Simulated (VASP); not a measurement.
Input of a VASP 6.6.1 run:

The input INCAR:

```
PREC = Accurate
ENCUT = 600
EDIFF = 1E-6
ISMEAR = 0
SIGMA = 0.05
LREAL = F
LASPH = T
NELM = 120
ALGO = Normal
ISIF = 2
LWAVE = F
LCHARG = T
GGA = PE
LELF = T
LVHAR = T
NBANDS = 11
GGA_COMPAT = F
```

Contents of KPOINTS:

```
Automatic mesh
0
Gamma
  10 10 10
```

POSCAR

```
BN
1.0
    0.0000000000      1.7834000000      1.8075000000
    1.7834000000      0.0000000000      1.8075000000
    1.7834000000      1.7834000000      0.0000000000
B N
1 1
Direct
    0.0000000000      0.0000000000      0.0000000000
    0.2500000000      0.2500000000      0.2500000000
```

Potentials or basis: VASP PAW PBE potentials, release 64 (B, N).

Launch:

```bash
$ cat potpaw_PBE.64/B/POTCAR potpaw_PBE.64/N/POTCAR > POTCAR
$ mpirun -np 1 vasp_std > vasp.out
```

Question: What does it give for the band gap on the k mesh?

Answer: 4.36 eV, indirect (least direct gap 8.87 eV).

Question: Predict the pressure.

Answer: 13.9 GPa.

Stress tensor (GPa, compression positive):
```
16.76  0.00  0.00
 0.00 16.76  0.00
 0.00  0.00  8.13
```

A k mesh can miss the band edges. Expect the measured gap to be larger: semilocal functionals such as PBE lack the derivative discontinuity.
